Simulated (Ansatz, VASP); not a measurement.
# Two plane-wave programs on AlRu

File INCAR:

```
PREC     = Accurate       # precision mode
ENCUT    = 520            # plane-wave cutoff, eV
EDIFF    = 1E-6           # SCF threshold, eV
ISMEAR   = 0              # smearing method
SIGMA    = 0.15           # smearing width, eV
LREAL    = F              # projectors in reciprocal space
LASPH    = T              # aspherical terms in the spheres
NELM     = 100            # most SCF steps
ALGO     = Fast           # electronic algorithm
ISIF     = 2              # what is computed and relaxed
LWAVE    = F              # write WAVECAR
LCHARG   = F              # write CHGCAR
GGA      = PE             # functional
NBANDS   = 16             # bands
```

File KPOINTS:

```
Automatic mesh
0
Gamma
  18 18 18
```

Contents of POSCAR:

```
AlRu
1.0
    3.2499149099      0.0000000000      0.0000000000
    0.0000000000      3.2499149099      0.0000000000
    0.0000000000      0.0000000000      2.5349336297
Al Ru
1 1
Direct
    0.0000000000      0.0000000000      0.0000000000
    0.5000000000      0.5000000000      0.5000000000
```

Input for Ansatz:

```yaml
crystal:
  lattice:
    - [3.2499149099, 0.0, 0.0]
    - [0.0, 3.2499149099, 0.0]
    - [0.0, 0.0, 2.5349336297]
  atoms:
    - { symbol: Al, position: [0.0, 0.0, 0.0] }
    - { symbol: Ru, position: [0.5, 0.5, 0.5] }
basis:
  ecutwfc: 420
kpoints:
  mp_grid: { grid: [18, 18, 18] }
hamiltonian:
  xc: pbe
scf:
  occupations: { method: gaussian, width: 0.15 }
output:
  forces: true
  stress: true
  eigenvalues: true
```

Alike in both runs: task single point; functional PBE; k mesh 18 × 18 × 18; occupations gaussian, width 0.15 eV; no spin polarisation.

|  | VASP | Ansatz |
| --- | --- | --- |
| version | VASP 6.6.1 | Ansatz 0.2.0 |
| potentials or method | VASP PAW PBE potentials, release 64 (Al, Ru_pv), cutoff 520 eV | scalar-relativistic, plane waves, PAW |
| valence electrons in the cell | 17 | 19 |

Ansatz gave:

```
gap on the k mesh at the Fermi level (eV)                     : none
pressure (GPa)                                                : 12.3
traceless stress, the component that is largest in VASP (GPa) : 39.32
```

Question: What did VASP give for the same quantities?

Answer: gap on the k mesh at the Fermi level (eV): none; pressure (GPa): 12.2; traceless stress, the component that is largest in VASP (GPa): 39.37.

A gap of «none» marks a metal or a gap that the smearing closes. VASP's potentials hold 17 valence electrons a cell and Ansatz's 19, so a difference there can come from the potentials and not from the codes.
